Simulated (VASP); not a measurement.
# Ga2O (antifluorite type) (Fm-3m) in VASP: single point with PBE

Aim: the single point of Ga2O (antifluorite type) with PBE.

All numbers are computed with VASP 6.6.1; they aren't measurements. Logs are shortened: lines on timing, memory, paths and dates and some standing lists are left out, and cuts for length are marked.

## (1) The cell of the first run

The structure is cubic, space group Fm-3m (No. 225). Conventional cell: a = 5.843 Å, b = 5.843 Å, c = 5.843 Å, α = 90.00°, β = 90.00°, γ = 90.00°. Within 3.3 Å of Ga (site symmetry -43m) lie 4 O at 2.53 Å and 6 Ga at 2.92 Å. O (site symmetry m-3m) has 8 Ga at 2.53 Å within 3.3 Å.

## (2) Single point, PBE

Contents of INCAR:

```
SYSTEM = Ga2O
ALGO = Normal
EDIFF = 1E-6
ENCUT = 520
GGA = PE
ISIF = 2
ISMEAR = -1
LASPH = .True.
LCHARG = .False.
LREAL = .False.
LWAVE = .False.
NBANDS = 23
NELM = 100
PREC = Accurate
SIGMA = 0.06122561905347299
```

Contents of KPOINTS:

```
k-points
0
Gamma
  32 32 32
  0 0 0
```

Contents of POSCAR:

```
Ga2O
1.0
    0.0000000000      2.9213950081      2.9213950081
    2.9213950081      0.0000000000      2.9213950081
    2.9213950081      2.9213950081      0.0000000000
Ga O
2 1
Direct
    0.2500000000      0.2500000000      0.2500000000
    0.7500000000      0.7500000000      0.7500000000
    0.0000000000      0.0000000000      0.0000000000
```

Potentials or basis: VASP PAW PBE potentials, release 64 (Ga_d, O).

The run is started by

```
$ cat potpaw_PBE.64/Ga_d/POTCAR potpaw_PBE.64/O/POTCAR > POTCAR
$ mpirun -np 1 vasp_std > vasp.out
```

OUTCAR:

```text
SYSTEM = Ga2O
   EDIFF = 1E-6
   ENCUT = 520
   GGA = PE
   ISIF = 2
   ISMEAR = -1
   LASPH = .True.
   LREAL = .False.
   NELM = 100
   PREC = Accurate

 ion  position               nearest neighbor table
   1  0.250  0.250  0.250-
   2  0.750  0.750  0.750-
   3  0.000  0.000  0.000-

  LATTYP: Found a face centered cubic cell.
 ALAT       =     5.8427900162

  Lattice vectors:

 A1 = (   0.0000000000,   2.9213950081,   2.9213950081)
 A2 = (   2.9213950081,   0.0000000000,   2.9213950081)
 A3 = (   2.9213950081,   2.9213950081,   0.0000000000)

Analysis of symmetry for initial positions (statically):
=====================================================================
 Subroutine PRICEL returns:
 Original cell was already a primitive cell.

 Routine SETGRP: Setting up the symmetry group for a
 face centered cubic supercell.

 Subroutine GETGRP returns: Found 48 space group operations
 (whereof 48 operations were pure point group operations)
 out of a pool of 48 trial point group operations.

The static configuration has the point symmetry O_h .

Analysis of symmetry for dynamics (positions and initial velocities):
=====================================================================
 Subroutine PRICEL returns:
 Original cell was already a primitive cell.

 Routine SETGRP: Setting up the symmetry group for a
 face centered cubic supercell.

 Subroutine GETGRP returns: Found 48 space group operations
 (whereof 48 operations were pure point group operations)
 out of a pool of 48 trial point group operations.

The dynamic configuration has the point symmetry O_h .

 Subroutine INISYM returns: Found 48 space group operations
 (whereof 48 operations are pure point group operations),
 and found     1 'primitive' translations

----------------------------------------------------------------------------------------

                                     Primitive cell

  volume of cell :      49.8656

  direct lattice vectors                    reciprocal lattice vectors
     0.000000000  2.921395008  2.921395008    -0.171151111  0.171151111  0.171151111
     2.921395008  0.000000000  2.921395008     0.171151111 -0.171151111  0.171151111
     2.921395008  2.921395008  0.000000000     0.171151111  0.171151111 -0.171151111

[... 73 lines left out ...]
   NGX,Y,Z   is equivalent  to a cutoff of  12.88, 12.88, 12.88 a.u.
   NGXF,Y,Z  is equivalent  to a cutoff of  25.75, 25.75, 25.75 a.u.
 SYSTEM =  Ga2O
   PREC   = accura    normal or accurate (medium, high low for compatibility)
   ISTART =      0    job   : 0-new  1-cont  2-samecut
   ICHARG =      2    charge: 1-file 2-atom 10-const
   ISPIN  =      1    spin polarized calculation?
   LNONCOLLINEAR =      F non collinear calculations
   LSORBIT =      F    spin-orbit coupling
   LASPH  =      T    aspherical Exc in radial PAW
   ENCUT  =  520.0 eV  38.22 Ry    6.18 a.u.   7.68  7.68  7.68*2*pi/ulx,y,z
   NELM   =    100;   NELMIN=  2; NELMDL= -5     # of ELM steps
   EDIFF  = 0.1E-05   stopping-criterion for ELM
   LREAL  =      F    real-space projection
   EDIFFG = 0.1E-04   stopping-criterion for IOM
   NSW    =      0    number of steps for IOM
   IBRION =     -1    ionic relax: 0-MD 1-quasi-New 2-CG
   NFREE  =      0    steps in history (QN), initial steepest desc. (CG)
   ISIF   =      2    stress and relaxation
   ISYM   =      2    0-nonsym 1-usesym 2-fastsym
   POTIM  = 0.5000    time-step for ionic-motion
   TEBEG  =    0.0;   TEEND  =   0.0 temperature during run
   PSTRESS=    0.0 pullay stress
   NELECT =      32.0000    total number of electrons
   NUPDOWN=      -1.0000    fix difference up-down
   EMIN   =  10.00;   EMAX   =-10.00  energy-range for DOS
   EFERMI =   0.00;   METHOD = LEGACY
   ISMEAR =    -1;   SIGMA  =   0.06  broadening in eV -4-tet -1-fermi 0-gaus
   EFERMI_NEDOS =   21; number of points for ismear=-14 and -15
   IALGO  =     38    algorithm
   IMIX   =      4    mixing-type and parameters
     AMIX     =   0.40;   BMIX     =  1.00
     AMIX_MAG =   1.60;   BMIX_MAG =  1.00
  volume/ion in A,a.u.               =      16.62       112.17
  Fermi-wavevector in a.u.,A,eV,Ry     =   1.412075  2.668436 27.129430  1.993957
  Thomas-Fermi vector in A             =   2.533861
   LORBIT       =      0    0 simple, 1 ext, 2 COOP (PROOUT), +10 PAW based schemes
   GGA     = PE    functional components
   LHFCALC =     F    Hartree Fock is set to
   AEXX    =    0.0000 exact exchange contribution
   IVDW    =     0    specifies the selected vdW correction
   LEPSILON=     F    determine dielectric tensor
   LRPA    =     F    only Hartree local field effects (RPA)
 non-spin polarized calculation
  energy-cutoff  :      520.00
  volume of cell :       49.87
 maximum number of plane-waves:      1367
   NGX = 15   NGY = 15   NGZ = 15

 number of electron      31.9999986 magnetization

 Free energy of the ion-electron system (eV)
  ---------------------------------------------------
  ext. energy  EPLUGINS =         0.00000000
  ---------------------------------------------------
  free energy    TOTEN  =       -11.10854792 eV

  energy without entropy =      -11.09491695  energy(sigma->0) =      -11.10173243

 E-fermi :   4.4296     XC(G=0): -10.4948

 val. band max:        4.4281799013   @ k =  -0.4062   0.4063   0.0313
 cond. band min:       4.4341566968   @ k =   0.4688   0.0625   0.0000
 fundamental gap:      0.0059767955
 Fermi energy:         4.4295886133

 k-point     1 :       0.0000    0.0000    0.0000
  band No.  band energies     occupation
      1     -13.5397      2.00000
      2     -10.4808      2.00000
      3     -10.4808      2.00000
      4     -10.3900      2.00000
      5     -10.3900      2.00000
      6     -10.3900      2.00000
[... 613 lines left out ...]
     22      11.4024      0.00000
     23      15.4881      0.00000

 [... further k-points ...]
[... 5 lines left out ...]
  --------------------------------------------------------------------------------------
  -------------------------------------------------------------------------------------
  Total        1.1030875      1.1030875      1.1030875      0.0000000     -0.0000000      0.0000000
  in kB       35.4421197     35.4421197     35.4421197      0.0000000     -0.0000000      0.0000000
  external PRESSURE =      35.4421197 kB  Pullay stress =       0.0000000 kB

 VOLUME and BASIS-vectors are now :
 -----------------------------------------------------------------------------
  energy-cutoff  :      520.00
  volume of cell :       49.87
      direct lattice vectors                 reciprocal lattice vectors
     0.000000000  2.921395008  2.921395008    -0.171151111  0.171151111  0.171151111
     2.921395008  0.000000000  2.921395008     0.171151111 -0.171151111  0.171151111
     2.921395008  2.921395008  0.000000000     0.171151111  0.171151111 -0.171151111

 POSITION                                       TOTAL-FORCE (eV/Angst)
 -----------------------------------------------------------------------------------
      1.46070      1.46070      1.46070         0.000000      0.000000      0.000000
      4.38209      4.38209      4.38209        -0.000000     -0.000000     -0.000000
      0.00000      0.00000      0.00000         0.000000     -0.000000      0.000000
 -----------------------------------------------------------------------------------
    total drift:                               -0.000000     -0.000000      0.000000

  FREE ENERGIE OF THE ION-ELECTRON SYSTEM (eV)
  ---------------------------------------------------
  free  energy   TOTEN  =       -11.1085479191 eV

  energy  without entropy=      -11.0949169490  energy(sigma->0) =      -11.10173243
```

OSZICAR:

```text
N       E                     dE             d eps       ncg     rms          rms(c)
DAV:   1     0.206956026719E+03    0.20696E+03   -0.15356E+04 43394   0.244E+03
DAV:   2     0.115042868578E+02   -0.19545E+03   -0.18074E+03 44551   0.458E+02
DAV:   3    -0.126522545632E+02   -0.24157E+02   -0.23130E+02 49152   0.120E+02
DAV:   4    -0.133056840954E+02   -0.65343E+00   -0.65212E+00 46045   0.218E+01
DAV:   5    -0.133179072871E+02   -0.12223E-01   -0.12222E-01 49574   0.291E+00    0.885E+00
DAV:   6    -0.120794592588E+02    0.12384E+01   -0.93030E+00 61614   0.257E+01    0.845E+00
DAV:   7    -0.111437329798E+02    0.93573E+00   -0.15744E+00 60286   0.134E+01    0.131E+00
DAV:   8    -0.112074426556E+02   -0.63710E-01   -0.32462E-01 42684   0.295E+00    0.141E+00
DAV:   9    -0.128717166307E+02   -0.16643E+01   -0.40121E+00 48448   0.126E+01    0.110E+01
DAV:  10    -0.111747953746E+02    0.16969E+01   -0.22411E+00 61485   0.112E+01    0.293E+00
DAV:  11    -0.111216507592E+02    0.53145E-01   -0.29504E-01 49233   0.317E+00    0.110E+00
DAV:  12    -0.111088701579E+02    0.12781E-01   -0.56770E-02 49024   0.135E+00    0.120E-01
DAV:  13    -0.111085445042E+02    0.32565E-03   -0.11974E-03 53354   0.320E-01    0.423E-02
DAV:  14    -0.111085493597E+02   -0.48556E-05   -0.13913E-04 49796   0.108E-01    0.181E-02
DAV:  15    -0.111085863837E+02   -0.37024E-04   -0.13345E-04 53944   0.912E-02    0.561E-02
DAV:  16    -0.111085531954E+02    0.33188E-04   -0.31364E-05 48048   0.416E-02    0.236E-02
DAV:  17    -0.111085481445E+02    0.50509E-05   -0.28137E-05 43771   0.293E-02    0.191E-03
DAV:  18    -0.111085479191E+02    0.22541E-06   -0.41169E-07 24782   0.535E-03
   1 F= -.11108548E+02 E0= -.11101732E+02  d E =-.136310E-01
```

It took 20 min on 1 thread of Oxide Virtual Turin-like, shared host; peak memory 0.85 GiB.

What came out:

| Quantity | Value |
| --- | --- |
| Free energy | -11.1085 eV |
| Pressure | 3.5 GPa |
| Band gap on the k mesh | zero (bands 16 and 17 overlap by 1.51 eV) |

Caveat: the cell stands under pressure.
